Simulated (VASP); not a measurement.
# Pb: single point with PBEsol

Pb:

```
Pb
1.0
     3.48000    0.00000    0.00000
    -1.74000    3.01377    0.00000
     0.00000    0.00000    5.59000
Pb
2
Direct
  0.33333 0.66667 0.25000
  0.66667 0.33333 0.75000
```

This isn't the form of Pb at room conditions, which is fcc.

```
Program                 : VASP 6.6.1
Task                    : single point
Functional              : PBEsol
Potentials or basis     : VASP PAW PBE potentials, release 64 (Pb_d)
Cutoff                  : 520 eV
k mesh                  : 12 × 12 × 7
Occupations             : fermi-dirac, width 0.05 eV
Spin                    : no spin polarisation
Dipole correction       : no
k mesh for the DOS      : 18 × 18 × 11
Occupations for the DOS : tetrahedron
Further INCAR settings  : ALGO = Normal; EDIFF = 1e-07
```

| Quantity | Value |
| --- | --- |
| Valence electrons inside the program's atomic spheres | Pb 11.96 |

Levels at points of the mesh, in eV from the Fermi level:
```csv
k point,band 11,band 12,band 13,band 14,band 15,band 16,band 17,band 18
"(0.00, 0.00, 0.00)",-11.96,-7.98,-4.31,5.60,5.60,7.51,7.51,8.17
"(0.50, 0.00, 0.00)",-8.40,-7.15,-2.89,-1.40,-0.52,1.79,1.98,5.82
```

Run time: 5.3 min on 1 thread of Intel Xeon 8259CL (shared host), peak memory 0.33 GiB.

Caveat: spin-orbit coupling is left out, which moves the levels of the heavy elements.
